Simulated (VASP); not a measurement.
**Ta4W: single point with PBE**

Ta4W:

```
CELL_PARAMETERS angstrom
2.32466 1.34214 4.75710
-2.32466 1.34214 4.75710
0.00000 -2.68428 4.75710
ATOMIC_POSITIONS crystal
Ta 0.89735 0.89735 0.89735
Ta 0.10265 0.10265 0.10265
Ta 0.69557 0.69557 0.69557
Ta 0.30443 0.30443 0.30443
W 0.50000 0.50000 0.50000
```

```yaml
Program: VASP 6.6.1
Task: single point
Functional: PBE
Potentials_or_basis: VASP PAW PBE potentials, release 64 (Ta_pv, W_sv)
Cutoff: 520 eV
k_mesh: 6 × 6 × 6
Occupations: gaussian, width 0.1 eV
Spin: no spin polarisation
```

```
Pressure               : 0.0 GPa
Largest force          : 0.026 eV/Å
Band gap on the k mesh : zero (band 29 reaches 6.84 eV, above the bottom of band 30 at 5.75 eV)
```

Forces in eV/Å, atoms in the order of the input:
```
Ta   0.000  0.000  0.020
Ta   0.000  0.000 -0.020
Ta   0.000  0.000 -0.026
Ta   0.000  0.000  0.026
W    0.000  0.000  0.000
```

Stress tensor (GPa, compression positive):
```
-0.07  0.00  0.00
 0.00 -0.07  0.00
 0.00  0.00  0.14
```

Levels at points of the mesh, in eV from the Fermi level:
```
           k point  band 26  band 27  band 28  band 29  band 30  band 31  band 32  band 33
(0.00, 0.00, 0.00)    -1.64    -1.49    -0.74    -0.24     0.56     0.56     0.70     3.60
(0.50, 0.00, 0.00)    -1.23    -0.84    -0.44    -0.39     0.27     1.50     1.51     1.87
(0.50, 0.50, 0.00)    -1.19    -1.14    -0.98     0.25     0.95     1.54     2.12     2.15
(0.50, 0.50, 0.50)    -1.02    -0.83    -0.83    -0.52    -0.52     3.32     3.32     3.33
```

Wall time 2.1 min on 1 thread of Intel(R) Xeon(R) Platinum 8259CL CPU @ 2.50GHz (Skylake/Cascade Lake) (shared host), peak memory 0.3 GiB.

Caveat: spin-orbit coupling is left out, which moves the levels of the heavy elements.
